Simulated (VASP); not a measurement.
# BeCd2S3 (P-3m1) in VASP: further runs

Runs on BeCd2S3. Level: PBE. Tasks: single point.

All numbers are computed with VASP 6.6.1; they aren't measurements. Logs are shortened: lines on timing, memory, paths and dates and some standing lists are left out, and cuts for length are marked.

## Step 1: The cell of the first run

Symmetry: P-3m1, No. 164, trigonal system. Conventional cell: a = 3.655 Å, b = 3.655 Å, c = 9.259 Å, α = 90.00°, β = 90.00°, γ = 120.00°. Be (site symmetry -3m) has 6 S at 2.44 Å within 3.2 Å. Within 3.7 Å of Cd (site symmetry 3m) lie 6 S at 2.69 to 2.73 Å and 3 Be at 3.64 Å and 6 Cd at 3.66 Å. S (site symmetry -3m) has 6 Cd at 2.69 Å within 3.5 Å. Within 3.3 Å of S (site symmetry 3m) lie 3 Be at 2.44 Å and 3 Cd at 2.73 Å and 3 S at 3.24 Å.

The cell was built from a structure type or drawn by symmetry, and may not be a known phase.

## Step 2: Single point, PBE

INCAR reads:

```
PREC = Accurate
ENCUT = 520
EDIFF = 1E-7
ISMEAR = 0
SIGMA = 0.1
LREAL = False
LASPH = True
NELM = 80
ALGO = Normal
ISIF = 2
LWAVE = False
LCHARG = False
GGA = PE
NBANDS = 31
```

KPOINTS reads:

```
Automatic mesh
0
Gamma
  6 6 4
```

POSCAR reads:

```
BeCd2S3
1.0
    3.6552532986      0.0000000023      0.0000000000
   -1.8276266513      3.1655422127      0.0000000000
    0.0000000000      0.0000000000      9.2594654008
Be Cd S
1 2 3
Direct
    0.0000000000      0.0000000000      0.0000000000
    0.3333333333      0.6666666667      0.3197159745
    0.6666666667      0.3333333333      0.6802840255
    0.0000000000      0.0000000000      0.5000000000
    0.6666666667      0.3333333333      0.1324071965
    0.3333333333      0.6666666667      0.8675928035
```

Potentials or basis: VASP PAW PBE potentials, release 64 (Be, Cd, S).

Started as:

```console
> cat potpaw_PBE.64/Be/POTCAR potpaw_PBE.64/Cd/POTCAR potpaw_PBE.64/S/POTCAR > POTCAR
> mpirun -np 1 vasp_std > vasp.out
```

OUTCAR:

```text
PREC = Accurate
   ENCUT = 520
   EDIFF = 1E-7
   ISMEAR = 0
   LREAL = False
   LASPH = True
   NELM = 80
   ISIF = 2
   GGA = PE

 ion  position               nearest neighbor table
   1  0.000  0.000  0.000-   5 2.44   6 2.44   5 2.44   6 2.44   5 2.44   6 2.44
   2  0.333  0.667  0.320-   4 2.69   4 2.69   4 2.69   5 2.73   5 2.73   5 2.73
   3  0.667  0.333  0.680-   4 2.69   4 2.69   4 2.69   6 2.73   6 2.73   6 2.73
   4  0.000  0.000  0.500-   2 2.69   3 2.69   3 2.69   2 2.69   3 2.69   2 2.69
   5  0.667  0.333  0.132-   1 2.44   1 2.44   1 2.44   2 2.73   2 2.73   2 2.73
   6  0.333  0.667  0.868-   1 2.44   1 2.44   1 2.44   3 2.73   3 2.73   3 2.73

  LATTYP: Found a hexagonal cell.
 ALAT       =     3.6552532986
 C/A-ratio  =     2.5331939114

  Lattice vectors:

 A1 = (   3.6552532986,   0.0000000023,   0.0000000000)
 A2 = (  -1.8276266513,   3.1655422127,   0.0000000000)
 A3 = (   0.0000000000,   0.0000000000,   9.2594654008)

Analysis of symmetry for initial positions (statically):
=====================================================================
 Subroutine PRICEL returns:
 Original cell was already a primitive cell.

 Routine SETGRP: Setting up the symmetry group for a
 hexagonal supercell.

 Subroutine GETGRP returns: Found 12 space group operations
 (whereof 12 operations were pure point group operations)
 out of a pool of 24 trial point group operations.

The static configuration has the point symmetry D_3d.

Analysis of symmetry for dynamics (positions and initial velocities):
=====================================================================
 Subroutine PRICEL returns:
 Original cell was already a primitive cell.

 Routine SETGRP: Setting up the symmetry group for a
 hexagonal supercell.

 Subroutine GETGRP returns: Found 12 space group operations
 (whereof 12 operations were pure point group operations)
 out of a pool of 24 trial point group operations.

The dynamic configuration has the point symmetry D_3d.

 Subroutine INISYM returns: Found 12 space group operations
 (whereof 12 operations are pure point group operations),
 and found     1 'primitive' translations

----------------------------------------------------------------------------------------

                                     Primitive cell

  volume of cell :     107.1400

  direct lattice vectors                    reciprocal lattice vectors
     3.655253299  0.000000002  0.000000000     0.273578852  0.157950824  0.000000000
    -1.827626651  3.165542213  0.000000000    -0.000000000  0.315901647  0.000000000
     0.000000000  0.000000000  9.259465401     0.000000000  0.000000000  0.107997596

  length of vectors
     3.655253299  3.655253299  9.259465401     0.315901647  0.315901647  0.107997596

  position of ions in fractional coordinates (direct lattice)
     0.000000000  0.000000000  0.000000000
     0.333333333  0.666666667  0.319715974
     0.666666667  0.333333333  0.680284026
     0.000000000  0.000000000  0.500000000
     0.666666667  0.333333333  0.132407196
     0.333333333  0.666666667  0.867592804

  ion indices of the primitive-cell ions
   primitive index   ion index
                 1           1
                 2           2
                 3           3
                 4           4
                 5           5
                 6           6

----------------------------------------------------------------------------------------

 KPOINTS: Automatic mesh

Automatic generation of k-mesh.
 Grid dimensions read from file:
 generate k-points for:    6    6    4

 Generating k-lattice:

  Cartesian coordinates                     Fractional coordinates (reciprocal lattice)
     0.045596475  0.026325137  0.000000000     0.166666667  0.000000000  0.000000000
    -0.000000000  0.052650275  0.000000000     0.000000000  0.166666667  0.000000000
     0.000000000  0.000000000  0.026999399     0.000000000  0.000000000  0.250000000

  Length of vectors
     0.052650275  0.052650275  0.026999399

  Shift w.r.t. Gamma in fractional coordinates (k-lattice)
     0.000000000  0.000000000  0.000000000

 Subroutine IBZKPT returns following result:
 ===========================================

 Found     24 irreducible k-points:

 Following reciprocal coordinates:
            Coordinates               Weight
  0.000000  0.000000  0.000000      1.000000
  0.166667 -0.000000  0.000000      6.000000
  0.333333 -0.000000  0.000000      6.000000
  0.500000 -0.000000  0.000000      3.000000
  0.166667  0.166667  0.000000      6.000000
  0.333333  0.166667  0.000000     12.000000
[... 16 lines left out ...]
  0.333333  0.166667  0.500000     12.000000
  0.333333  0.333333  0.500000      2.000000
   k-points           NKPTS =     24   k-points in BZ     NKDIM =     24   number of bands    NBANDS=     31
   number of dos      NEDOS =    301   number of ions     NIONS =      6
   total plane-waves  NPLWV =  54880
   dimension x,y,z NGX =    28 NGY =   28 NGZ =   70
   dimension x,y,z NGXF=    56 NGYF=   56 NGZF=  140
   ions per type =               1   2   3
   NGX,Y,Z   is equivalent  to a cutoff of  12.73, 12.73, 12.57 a.u.
   NGXF,Y,Z  is equivalent  to a cutoff of  25.47, 25.47, 25.14 a.u.
 SYSTEM =  unknown system
   PREC   = accura    normal or accurate (medium, high low for compatibility)
   ISTART =      0    job   : 0-new  1-cont  2-samecut
   ICHARG =      2    charge: 1-file 2-atom 10-const
   ISPIN  =      1    spin polarized calculation?
   LNONCOLLINEAR =      F non collinear calculations
   LSORBIT =      F    spin-orbit coupling
   LASPH  =      T    aspherical Exc in radial PAW
   ENCUT  =  520.0 eV  38.22 Ry    6.18 a.u.   6.80  6.80 17.22*2*pi/ulx,y,z
   NELM   =     80;   NELMIN=  2; NELMDL= -5     # of ELM steps
   EDIFF  = 0.1E-06   stopping-criterion for ELM
   LREAL  =      F    real-space projection
   EDIFFG = 0.1E-05   stopping-criterion for IOM
   NSW    =      0    number of steps for IOM
   IBRION =     -1    ionic relax: 0-MD 1-quasi-New 2-CG
   NFREE  =      0    steps in history (QN), initial steepest desc. (CG)
   ISIF   =      2    stress and relaxation
   ISYM   =      2    0-nonsym 1-usesym 2-fastsym
   POTIM  = 0.5000    time-step for ionic-motion
   TEBEG  =    0.0;   TEEND  =   0.0 temperature during run
   PSTRESS=    0.0 pullay stress
   NELECT =      44.0000    total number of electrons
   NUPDOWN=      -1.0000    fix difference up-down
   EMIN   =  10.00;   EMAX   =-10.00  energy-range for DOS
   EFERMI =   0.00;   METHOD = LEGACY
   ISMEAR =     0;   SIGMA  =   0.10  broadening in eV -4-tet -1-fermi 0-gaus
   EFERMI_NEDOS =   21; number of points for ismear=-14 and -15
   IALGO  =     38    algorithm
   IMIX   =      4    mixing-type and parameters
     AMIX     =   0.40;   BMIX     =  1.00
     AMIX_MAG =   1.60;   BMIX_MAG =  1.00
  volume/ion in A,a.u.               =      17.86       120.50
  Fermi-wavevector in a.u.,A,eV,Ry     =   1.216864  2.299539 20.146921  1.480757
  Thomas-Fermi vector in A             =   2.352203
   LORBIT       =      0    0 simple, 1 ext, 2 COOP (PROOUT), +10 PAW based schemes
   GGA     = PE    functional components
   LHFCALC =     F    Hartree Fock is set to
   AEXX    =    0.0000 exact exchange contribution
   IVDW    =     0    specifies the selected vdW correction
   LEPSILON=     F    determine dielectric tensor
   LRPA    =     F    only Hartree local field effects (RPA)
 non-spin polarized calculation
 Gauss-broadening in eV      SIGMA  =   0.10
  energy-cutoff  :      520.00
  volume of cell :      107.14
 maximum number of plane-waves:      2914
 NGX is ok and might be reduce to    28
   NGX = 13   NGY = 13   NGZ = 35

 number of electron      44.0000003 magnetization

 Free energy of the ion-electron system (eV)
  ---------------------------------------------------
  ext. energy  EPLUGINS =         0.00000000
  ---------------------------------------------------
  free energy    TOTEN  =       -20.09735184 eV

  energy without entropy =      -20.09722860  energy(sigma->0) =      -20.09729022

 E-fermi :   4.0406     XC(G=0): -10.4685

 val. band max:        3.8487071343   @ k =   0.1667   0.1667   0.0000
 cond. band min:       4.2137877593   @ k =   0.5000  -0.0000   0.0000
 fundamental gap:      0.3650806250
 Fermi energy:         4.0405532033

 k-point     1 :       0.0000    0.0000    0.0000
  band No.  band energies     occupation
      1      -9.6152      2.00000
      2      -8.8136      2.00000
      3      -8.2687      2.00000
      4      -4.2337      2.00000
      5      -4.2337      2.00000
      6      -4.2052      2.00000
[... 23 lines left out ...]
     30      11.1536      0.00000
     31      11.1536      0.00000

 k-point     2 :       0.1667   -0.0000    0.0000
  band No.  band energies     occupation
      1      -9.3649      2.00000
      2      -8.6874      2.00000
      3      -8.1235      2.00000
      4      -4.2429      2.00000
      5      -4.1813      2.00000
      6      -4.1798      2.00000
[... 23 lines left out ...]
     30      11.5057      0.00000
     31      11.6857      0.00000

 k-point     3 :       0.3333   -0.0000    0.0000
  band No.  band energies     occupation
      1      -8.7379      2.00000
      2      -8.4196      2.00000
      3      -7.8533      2.00000
      4      -4.3191      2.00000
      5      -4.1759      2.00000
      6      -4.1757      2.00000
[... 23 lines left out ...]
     30      11.4096      0.00000
     31      11.4864      0.00000

 k-point     4 :       0.5000   -0.0000    0.0000
  band No.  band energies     occupation
      1      -8.2807      2.00000
      2      -8.2800      2.00000
      3      -7.7796      2.00000
      4      -4.3326      2.00000
      5      -4.2691      2.00000
      6      -4.2203      2.00000
[... 635 lines left out ...]
     30      11.4310      0.00000
     31      11.6398      0.00000

 k-point    23 :       0.3333    0.1667    0.5000
  band No.  band energies     occupation
      1      -8.3432      2.00000
      2      -8.2140      2.00000
      3      -7.8065      2.00000
      4      -4.2494      2.00000
      5      -4.1986      2.00000
      6      -4.1484      2.00000
[... 23 lines left out ...]
     30      10.8786      0.00000
     31      11.1334      0.00000

 k-point    24 :       0.3333    0.3333    0.5000
  band No.  band energies     occupation
      1      -8.1561      2.00000
      2      -7.9359      2.00000
      3      -7.9359      2.00000
      4      -4.2829      2.00000
      5      -4.1068      2.00000
      6      -4.1068      2.00000
[... 23 lines left out ...]
     30      11.3128      0.00000
     31      11.8797      0.00000

------------------------ aborting loop because EDIFF is reached ----------------------------------------

  FORCE on cell =-STRESS in cart. coord.  units (eV):
  Direction    XX          YY          ZZ          XY          YZ          ZX
  --------------------------------------------------------------------------------------
  -------------------------------------------------------------------------------------
  Total        0.1886651      0.1886651      0.2126866     -0.0000000      0.0000000     -0.0000000
  in kB        2.8213090      2.8213090      3.1805286     -0.0000000      0.0000000     -0.0000000
  external PRESSURE =       2.9410489 kB  Pullay stress =       0.0000000 kB

 VOLUME and BASIS-vectors are now :
 -----------------------------------------------------------------------------
  energy-cutoff  :      520.00
  volume of cell :      107.14
      direct lattice vectors                 reciprocal lattice vectors
     3.655253299  0.000000002  0.000000000     0.273578852  0.157950824  0.000000000
    -1.827626651  3.165542213  0.000000000    -0.000000000  0.315901647  0.000000000
     0.000000000  0.000000000  9.259465401     0.000000000  0.000000000  0.107997596

 POSITION                                       TOTAL-FORCE (eV/Angst)
 -----------------------------------------------------------------------------------
      0.00000      0.00000      0.00000        -0.000000     -0.000000      0.000000
     -0.00000      2.11036      2.96040        -0.000000     -0.000000     -0.002081
      1.82763      1.05518      6.29907         0.000000     -0.000000      0.002081
      0.00000      0.00000      4.62973        -0.000000     -0.000000      0.000000
      1.82763      1.05518      1.22602        -0.000000      0.000000     -0.038073
     -0.00000      2.11036      8.03345         0.000000     -0.000000      0.038073
 -----------------------------------------------------------------------------------
    total drift:                               -0.000000      0.000000     -0.000000

  FREE ENERGIE OF THE ION-ELECTRON SYSTEM (eV)
  ---------------------------------------------------
  free  energy   TOTEN  =       -20.0973518387 eV

  energy  without entropy=      -20.0972286022  energy(sigma->0) =      -20.09729022
```

Wall time 54 s (1 thread of Intel Xeon Platinum 8488C (Sapphire Rapids), shared host); peak memory 0.25 GiB.

What came out:

* Free energy: -20.0974 eV
* Pressure: 0.3 GPa
* Largest force: 0.038 eV/Å
* Band gap on the k mesh: 0.37 eV (least direct gap 1.08 eV)

Forces in eV/Å, atoms in the order of the input:
```
Be   0.000  0.000  0.000
Cd   0.000  0.000 -0.002
Cd   0.000  0.000  0.002
S    0.000  0.000  0.000
S    0.000  0.000 -0.038
S    0.000  0.000  0.038
```

## Step 3: Single point, PBE

This run uses another cell than the first one, of 21.18 Å³/atom.

INCAR reads:

```
  PREC = Accurate
  ENCUT = 520
  EDIFF = 1E-7
  ISMEAR = 0
  SIGMA = 0.1
  LREAL = False
  LASPH = True
  NELM = 100
  ALGO = Normal
  ISIF = 2
  LWAVE = False
  LCHARG = False
  GGA = PE
  NBANDS = 31
```

KPOINTS is that of step 2.

POSCAR reads:

```
BeCd2S3
1.0
    4.4943217100      0.0000000000      0.0000000000
   -2.2471608600      3.8921967800      0.0000000000
    0.0000000000      0.0000000000      7.2647064700
Be Cd S
1 2 3
Direct
    0.0000000000      0.0000000000      0.0000000000
    0.3333333300      0.6666666700      0.2581742400
    0.6666666700      0.3333333300      0.7418257600
    0.0000000000      0.0000000000      0.5000000000
    0.6666666700      0.3333333300      0.3554551300
    0.3333333300      0.6666666700      0.6445448700
```

Potentials or basis: VASP PAW PBE potentials, release 64 (Be, Cd, S).

Started as:

```console
> cat potpaw_PBE.64/Be/POTCAR potpaw_PBE.64/Cd/POTCAR potpaw_PBE.64/S/POTCAR > POTCAR
> mpirun -np 1 vasp_std > vasp.out
```

OUTCAR:

```text
PREC = Accurate
   ENCUT = 520
   EDIFF = 1E-7
   ISMEAR = 0
   LREAL = False
   LASPH = True
   NELM = 100
   ISIF = 2
   GGA = PE

 ion  position               nearest neighbor table
   1  0.000  0.000  0.000-
   2  0.333  0.667  0.258-   5 2.69   5 2.69   5 2.69   6 2.81   4 3.13   4 3.13   4 3.13
   3  0.667  0.333  0.742-   6 2.69   6 2.69   6 2.69   5 2.81   4 3.13   4 3.13   4 3.13
   4  0.000  0.000  0.500-   2 3.13   3 3.13   3 3.13   2 3.13   3 3.13   2 3.13
   5  0.667  0.333  0.355-   2 2.69   2 2.69   2 2.69   3 2.81
   6  0.333  0.667  0.645-   3 2.69   3 2.69   3 2.69   2 2.81

  LATTYP: Found a hexagonal cell.
 ALAT       =     4.4943217100
 C/A-ratio  =     1.6164188811

  Lattice vectors:

 A1 = (   4.4943217100,   0.0000000000,   0.0000000000)
 A2 = (  -2.2471608600,   3.8921967800,   0.0000000000)
 A3 = (   0.0000000000,   0.0000000000,   7.2647064700)

Analysis of symmetry for initial positions (statically):
=====================================================================
 Subroutine PRICEL returns:
[... 181 lines left out ...]
 val. band max:        3.0600152545   @ k =   0.0000   0.0000   0.5000
 cond. band min:       3.1898335464   @ k =   0.1667   0.1667   0.2500
 fundamental gap:      0.1298182919
 Fermi energy:         3.0797777816

 k-point     1 :       0.0000    0.0000    0.0000
  band No.  band energies     occupation
      1     -11.6286      2.00000
      2      -9.3013      2.00000
      3      -7.3745      2.00000
      4      -5.3123      2.00000
      5      -5.3123      2.00000
      6      -5.2780      2.00000
[... 805 lines left out ...]
     30       9.3192      0.00000
     31      11.6077      0.00000

------------------------ aborting loop because EDIFF is reached ----------------------------------------

  FORCE on cell =-STRESS in cart. coord.  units (eV):
  Direction    XX          YY          ZZ          XY          YZ          ZX
  --------------------------------------------------------------------------------------
  -------------------------------------------------------------------------------------
  Total       -0.4719180     -0.4719180      1.1225547      0.0000000     -0.0000000      0.0000000
  in kB       -5.9497693     -5.9497694     14.1527576      0.0000000     -0.0000000      0.0000000
  external PRESSURE =       0.7510730 kB  Pullay stress =       0.0000000 kB

 VOLUME and BASIS-vectors are now :
 -----------------------------------------------------------------------------
  energy-cutoff  :      520.00
  volume of cell :      127.08
      direct lattice vectors                 reciprocal lattice vectors
     4.494321710  0.000000000  0.000000000     0.222502986  0.128462159  0.000000000
    -2.247160860  3.892196780  0.000000000     0.000000000  0.256924317  0.000000000
     0.000000000  0.000000000  7.264706470     0.000000000  0.000000000  0.137651811

 POSITION                                       TOTAL-FORCE (eV/Angst)
 -----------------------------------------------------------------------------------
      0.00000      0.00000      0.00000        -0.000000      0.000000      0.000000
     -0.00000      2.59480      1.87556         0.000000     -0.000000     -0.538637
      2.24716      1.29740      5.38915        -0.000000      0.000000      0.538637
      0.00000      0.00000      3.63235        -0.000000      0.000000      0.000000
      2.24716      1.29740      2.58228         0.000000      0.000000     -1.453978
     -0.00000      2.59480      4.68243        -0.000000      0.000000      1.453978
 -----------------------------------------------------------------------------------
    total drift:                                0.000000     -0.000000     -0.000000

  FREE ENERGIE OF THE ION-ELECTRON SYSTEM (eV)
  ---------------------------------------------------
  free  energy   TOTEN  =       -13.3733328898 eV

  energy  without entropy=      -13.3670949236  energy(sigma->0) =      -13.37021391
```

stdout:

```text
POSCAR found type information on POSCAR BeCdS
 POSCAR found :  3 types and       6 ions
 scaLAPACK will be used
 LDA part: xc-table for (Slater+PW92), standard interpolation
 POSCAR, INCAR and KPOINTS ok, starting setup
 FFT: planning ... GRIDC
 FFT: planning ... GRID_SOFT
 FFT: planning ... GRID
 WAVECAR not read
 entering main loop
```

Wall time 64 s (1 thread of Intel Xeon Platinum 8488C (Sapphire Rapids), shared host); peak memory 0.3 GiB.

Results:

| Item | Value |
| --- | --- |
| Free energy | -13.3733 eV |
| Pressure | 0.1 GPa |
| Largest force | 1.454 eV/Å |
| Band gap on the k mesh | zero (bands 22 and 23 overlap by 0.67 eV) |

Forces on the atoms (eV/Å):
```
Be   0.000  0.000  0.000
Cd   0.000  0.000 -0.539
Cd   0.000  0.000  0.539
S    0.000  0.000  0.000
S    0.000  0.000 -1.454
S    0.000  0.000  1.454
```

Stress tensor (GPa, compression positive):
```
-0.59  0.00  0.00
 0.00 -0.59  0.00
 0.00  0.00  1.42
```

Caveat: semilocal functionals underestimate gaps, so a narrow gap can read as zero; forces of over 1 eV/Å act on the atoms, so gaps and moduli don't describe the material at rest.
